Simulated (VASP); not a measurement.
# AlRu (WC type) (P-6m2) in VASP: notebook

Runs on AlRu (WC type). Level: PBE. Tasks: single point.

Program: VASP 6.6.1. These are calculated values, not measurements. Logs are shortened: lines on timing, memory, paths and dates and some standing lists are left out, and cuts for length are marked.

## Step 1: The cell of the first run

It takes space group P-6m2 (No. 187, hexagonal). The conventional cell has a = 2.470 Å, b = 2.470 Å, c = 3.422 Å, α = 90.00°, β = 90.00°, γ = 120.00°. Within 2.9 Å of Ru (site symmetry -6m2) lie 6 Al at 2.23 Å and 6 Ru at 2.47 Å. Al (site symmetry -6m2) has 6 Ru at 2.23 Å and 6 Al at 2.47 Å within 2.9 Å.

## Step 2: Single point, PBE (9.04 Å³/atom)

Input file INCAR:

```
SYSTEM = AlRu
PREC     = Accurate       ! precision mode
ENCUT    = 520            ! plane-wave cutoff, eV
EDIFF    = 1E-6           ! SCF threshold, eV
ISMEAR   = -1             ! smearing method
SIGMA    = 0.05           ! smearing width, eV
LREAL    = .FALSE.        ! projectors in reciprocal space
LASPH    = .TRUE.         ! aspherical terms in the spheres
NELM     = 100            ! most SCF steps
ALGO     = Normal         ! electronic algorithm
ISIF     = 2              ! what is computed and relaxed
LWAVE    = .FALSE.        ! write WAVECAR
LCHARG   = .TRUE.         ! write CHGCAR
GGA      = PE             ! functional
LELF     = .TRUE.         ! ELF
LVHAR    = .TRUE.       
NBANDS   = 16             ! bands
```

Input file KPOINTS:

```
Automatic mesh
0
G
  13 13 12
  0 0 0
```

Input file POSCAR:

```
AlRu
1.0
    2.4704948637      0.0000000000      0.0000000000
   -1.2352474319      2.1395113119      0.0000000000
    0.0000000000      0.0000000000      3.4220886168
Ru Al
1 1
Direct
    0.0000000000      0.0000000000      0.0000000000
    0.3333333333      0.6666666667      0.5000000000
```

Potentials or basis: VASP PAW PBE potentials, release 64 (Ru_pv, Al).

Run with:

```
cat potpaw_PBE.64/Ru_pv/POTCAR potpaw_PBE.64/Al/POTCAR > POTCAR
mpirun -np 1 vasp_std > vasp.out
```

OUTCAR:

```text
SYSTEM = AlRu
   PREC = Accurate
   ENCUT = 520
   EDIFF = 1E-6
   ISMEAR = -1
   LREAL = .FALSE.
   LASPH = .TRUE.
   NELM = 100
   ISIF = 2
   GGA = PE

 ion  position               nearest neighbor table
   1  0.000  0.000  0.000-   2 2.23   2 2.23   2 2.23   2 2.23   2 2.23   2 2.23   2 3.33   2 3.33
                             2 3.33   2 3.33   2 3.33   2 3.33
   2  0.333  0.667  0.500-   1 2.23   1 2.23   1 2.23   1 2.23   1 2.23   1 2.23   1 3.33   1 3.33
                             1 3.33   1 3.33   1 3.33   1 3.33

  LATTYP: Found a hexagonal cell.
 ALAT       =     2.4704948637
 C/A-ratio  =     1.3851834574

  Lattice vectors:

 A1 = (   2.4704948637,   0.0000000000,   0.0000000000)
 A2 = (  -1.2352474319,   2.1395113119,   0.0000000000)
 A3 = (   0.0000000000,   0.0000000000,   3.4220886168)

Analysis of symmetry for initial positions (statically):
=====================================================================
 Subroutine PRICEL returns:
 Original cell was already a primitive cell.

 Routine SETGRP: Setting up the symmetry group for a
 hexagonal supercell.

 Subroutine GETGRP returns: Found 12 space group operations
 (whereof 12 operations were pure point group operations)
 out of a pool of 24 trial point group operations.

The static configuration has the point symmetry D_3h.

Analysis of symmetry for dynamics (positions and initial velocities):
=====================================================================
 Subroutine PRICEL returns:
 Original cell was already a primitive cell.

 Routine SETGRP: Setting up the symmetry group for a
 hexagonal supercell.

 Subroutine GETGRP returns: Found 12 space group operations
 (whereof 12 operations were pure point group operations)
 out of a pool of 24 trial point group operations.

The dynamic configuration has the point symmetry D_3h.

 Subroutine INISYM returns: Found 12 space group operations
 (whereof 12 operations are pure point group operations),
 and found     1 'primitive' translations

----------------------------------------------------------------------------------------

                                     Primitive cell

  volume of cell :      18.0880

  direct lattice vectors                    reciprocal lattice vectors
     2.470494864  0.000000000  0.000000000     0.404777203  0.233698227  0.000000000
    -1.235247432  2.139511312  0.000000000     0.000000000  0.467396454  0.000000000
     0.000000000  0.000000000  3.422088617     0.000000000  0.000000000  0.292219201

  length of vectors
     2.470494864  2.470494864  3.422088617     0.467396454  0.467396454  0.292219201

  position of ions in fractional coordinates (direct lattice)
     0.000000000  0.000000000  0.000000000
     0.333333333  0.666666667  0.500000000

  ion indices of the primitive-cell ions
   primitive index   ion index
                 1           1
                 2           2

----------------------------------------------------------------------------------------

 KPOINTS: Automatic mesh

Automatic generation of k-mesh.
 Grid dimensions read from file:
 generate k-points for:   13   13   12

 Generating k-lattice:

  Cartesian coordinates                     Fractional coordinates (reciprocal lattice)
     0.031136708  0.017976787  0.000000000     0.076923077  0.000000000  0.000000000
     0.000000000  0.035953573  0.000000000     0.000000000  0.076923077  0.000000000
     0.000000000  0.000000000  0.024351600     0.000000000  0.000000000  0.083333333

  Length of vectors
     0.035953573  0.035953573  0.024351600

  Shift w.r.t. Gamma in fractional coordinates (k-lattice)
     0.000000000  0.000000000  0.000000000

 Subroutine IBZKPT returns following result:
 ===========================================

 Found    147 irreducible k-points:

 Following reciprocal coordinates:
            Coordinates               Weight
  0.000000  0.000000  0.000000      1.000000
  0.076923  0.000000  0.000000      6.000000
  0.153846 -0.000000  0.000000      6.000000
  0.230769 -0.000000  0.000000      6.000000
  0.307692 -0.000000  0.000000      6.000000
  0.384615  0.000000  0.000000      6.000000
[... 16 lines left out ...]
  0.076923  0.000000  0.083333     12.000000
  0.153846 -0.000000  0.083333     12.000000
 [... further k-points ...]
   k-points           NKPTS =    147   k-points in BZ     NKDIM =    147   number of bands    NBANDS=     16
   number of dos      NEDOS =    301   number of ions     NIONS =      2
   total plane-waves  NPLWV =   9072
   dimension x,y,z NGX =    18 NGY =   18 NGZ =   28
   dimension x,y,z NGXF=    36 NGYF=   36 NGZF=   56
   ions per type =               1   1
   NGX,Y,Z   is equivalent  to a cutoff of  12.11, 12.11, 13.60 a.u.
   NGXF,Y,Z  is equivalent  to a cutoff of  24.23, 24.23, 27.20 a.u.
 SYSTEM =  AlRu
   PREC   = accura    normal or accurate (medium, high low for compatibility)
   ISTART =      0    job   : 0-new  1-cont  2-samecut
   ICHARG =      2    charge: 1-file 2-atom 10-const
   ISPIN  =      1    spin polarized calculation?
   LNONCOLLINEAR =      F non collinear calculations
   LSORBIT =      F    spin-orbit coupling
   LASPH  =      T    aspherical Exc in radial PAW
   ENCUT  =  520.0 eV  38.22 Ry    6.18 a.u.   4.59  4.59  6.36*2*pi/ulx,y,z
   NELM   =    100;   NELMIN=  2; NELMDL= -5     # of ELM steps
   EDIFF  = 0.1E-05   stopping-criterion for ELM
   LREAL  =      F    real-space projection
   EDIFFG = 0.1E-04   stopping-criterion for IOM
   NSW    =      0    number of steps for IOM
   IBRION =     -1    ionic relax: 0-MD 1-quasi-New 2-CG
   NFREE  =      0    steps in history (QN), initial steepest desc. (CG)
   ISIF   =      2    stress and relaxation
   ISYM   =      2    0-nonsym 1-usesym 2-fastsym
   POTIM  = 0.5000    time-step for ionic-motion
   TEBEG  =    0.0;   TEEND  =   0.0 temperature during run
   PSTRESS=    0.0 pullay stress
   NELECT =      17.0000    total number of electrons
   NUPDOWN=      -1.0000    fix difference up-down
   EMIN   =  10.00;   EMAX   =-10.00  energy-range for DOS
   EFERMI =   0.00;   METHOD = LEGACY
   ISMEAR =    -1;   SIGMA  =   0.05  broadening in eV -4-tet -1-fermi 0-gaus
   EFERMI_NEDOS =   21; number of points for ismear=-14 and -15
   IALGO  =     38    algorithm
   IMIX   =      4    mixing-type and parameters
     AMIX     =   0.40;   BMIX     =  1.00
     AMIX_MAG =   1.60;   BMIX_MAG =  1.00
  volume/ion in A,a.u.               =       9.04        61.03
  Fermi-wavevector in a.u.,A,eV,Ry     =   1.603594  3.030354 34.987587  2.571515
  Thomas-Fermi vector in A             =   2.700233
   LORBIT       =      0    0 simple, 1 ext, 2 COOP (PROOUT), +10 PAW based schemes
   GGA     = PE    functional components
   LHFCALC =     F    Hartree Fock is set to
   AEXX    =    0.0000 exact exchange contribution
   IVDW    =     0    specifies the selected vdW correction
   LEPSILON=     F    determine dielectric tensor
   LRPA    =     F    only Hartree local field effects (RPA)
 non-spin polarized calculation
  energy-cutoff  :      520.00
  volume of cell :       18.09
 maximum number of plane-waves:       504
   NGX =  9   NGY =  9   NGZ = 13

 number of electron      16.9999998 magnetization

 Free energy of the ion-electron system (eV)
  ---------------------------------------------------
  ext. energy  EPLUGINS =         0.00000000
  ---------------------------------------------------
  free energy    TOTEN  =        -9.10828371 eV

  energy without entropy =       -9.10038440  energy(sigma->0) =       -9.10433406

 E-fermi :  18.0106     XC(G=0): -14.6977

 val. band max:       18.0000498009   @ k =   0.2308   0.0769   0.2500
 cond. band min:      18.0250163522   @ k =   0.2308   0.0769   0.3333
 fundamental gap:      0.0249665513
 Fermi energy:        18.0105592237

 k-point     1 :       0.0000    0.0000    0.0000
  band No.  band energies     occupation
      1     -25.0004      2.00000
      2     -24.0505      2.00000
      3     -24.0505      2.00000
      4       5.0704      2.00000
      5      10.7150      2.00000
      6      14.7075      2.00000
[... 8 lines left out ...]
     15      32.8786      0.00000
     16      38.0005      0.00000

 k-point     2 :       0.0769    0.0000    0.0000
  band No.  band energies     occupation
      1     -24.9827      2.00000
      2     -24.1668      2.00000
      3     -24.0760      2.00000
      4       5.2821      2.00000
      5      10.9553      2.00000
      6      14.4377      2.00000
[... 8 lines left out ...]
     15      33.3725      0.00000
     16      37.1192      0.00000

 k-point     3 :       0.1538   -0.0000    0.0000
  band No.  band energies     occupation
      1     -24.9337      2.00000
      2     -24.4827      2.00000
      3     -24.1463      2.00000
      4       5.8871      2.00000
      5      11.5288      2.00000
      6      13.8974      2.00000
[... 8 lines left out ...]
     15      34.5488      0.00000
     16      35.5957      0.00000

 k-point     4 :       0.2308   -0.0000    0.0000
  band No.  band energies     occupation
      1     -24.9135      2.00000
      2     -24.8638      2.00000
      3     -24.2442      2.00000
      4       6.8085      2.00000
      5      11.7300      2.00000
      6      13.5069      2.00000
[... 8 lines left out ...]
     15      34.4277      0.00000
     16      35.2045      0.00000
[... 324 lines left out ...]
 k-point    22 :       0.0000    0.0000    0.0833
  band No.  band energies     occupation
      1     -25.0074      2.00000
      2     -24.0504      2.00000
      3     -24.0504      2.00000
      4       5.1994      2.00000
      5      10.7105      2.00000
      6      14.7083      2.00000
[... 8 lines left out ...]
     15      32.8469      0.00000
     16      37.2986      0.00000

 k-point    23 :       0.0769    0.0000    0.0833
  band No.  band energies     occupation
      1     -24.9896      2.00000
      2     -24.1666      2.00000
      3     -24.0759      2.00000
      4       5.4087      2.00000
      5      10.9521      2.00000
      6      14.4403      2.00000
[... 8 lines left out ...]
     15      33.3666      0.00000
     16      36.6909      0.00000

 k-point    24 :       0.1538   -0.0000    0.0833
  band No.  band energies     occupation
      1     -24.9400      2.00000
      2     -24.4823      2.00000
      3     -24.1462      2.00000
      4       6.0054      2.00000
      5      11.5296      2.00000
      6      13.9056      2.00000
[... 8 lines left out ...]
     15      34.5347      0.00000
     16      35.3912      0.00000

 [... further k-points ...]

------------------------ aborting loop because EDIFF is reached ----------------------------------------

  FORCE on cell =-STRESS in cart. coord.  units (eV):
  Direction    XX          YY          ZZ          XY          YZ          ZX
  --------------------------------------------------------------------------------------
  -------------------------------------------------------------------------------------
  Total       25.3649098     25.3649098     25.3510363     -0.0000000     -0.0000000      0.0000000
  in kB     2246.7466952   2246.7466953   2245.5178180     -0.0000001     -0.0000000      0.0000000
  external PRESSURE =    2246.3370695 kB  Pullay stress =       0.0000000 kB

 VOLUME and BASIS-vectors are now :
 -----------------------------------------------------------------------------
  energy-cutoff  :      520.00
  volume of cell :       18.09
      direct lattice vectors                 reciprocal lattice vectors
     2.470494864  0.000000000  0.000000000     0.404777203  0.233698227  0.000000000
    -1.235247432  2.139511312  0.000000000     0.000000000  0.467396454  0.000000000
     0.000000000  0.000000000  3.422088617     0.000000000  0.000000000  0.292219201

 POSITION                                       TOTAL-FORCE (eV/Angst)
 -----------------------------------------------------------------------------------
      0.00000      0.00000      0.00000         0.000000     -0.000000      0.000000
     -0.00000      1.42634      1.71104        -0.000000      0.000000      0.000000
 -----------------------------------------------------------------------------------
    total drift:                               -0.000000      0.000000      0.000000

  FREE ENERGIE OF THE ION-ELECTRON SYSTEM (eV)
  ---------------------------------------------------
  free  energy   TOTEN  =        -9.1082837137 eV

  energy  without entropy=       -9.1003844048  energy(sigma->0) =       -9.10433406
```

It took 36 s on 1 thread of Intel Xeon Platinum 8488C (Sapphire Rapids), shared host; peak memory 0.16 GiB.

What came out:

- Free energy: -9.1083 eV
- Pressure: 224.6 GPa
- Band gap on the k mesh: zero (an odd number of electrons rules out a gap without spin polarisation)

Stress tensor (GPa, compression positive):
```
224.67   0.00   0.00
  0.00 224.67   0.00
  0.00   0.00 224.55
```

Levels at points of the mesh, in eV from the Fermi level:
```tsv
k point	band 4	band 5	band 6	band 7	band 8	band 9	band 10	band 11	band 12	band 13
(0.00, 0.00, 0.00)	-12.94	-7.30	-3.30	-3.30	0.07	0.07	0.25	8.89	11.59	14.40
(0.00, 0.00, 0.50)	-9.77	-8.43	-3.61	-3.29	-3.29	-0.43	-0.43	10.00	11.59	14.56
```

Caveat: the cell stands under pressure.

(Continued in part 2 of 2.)
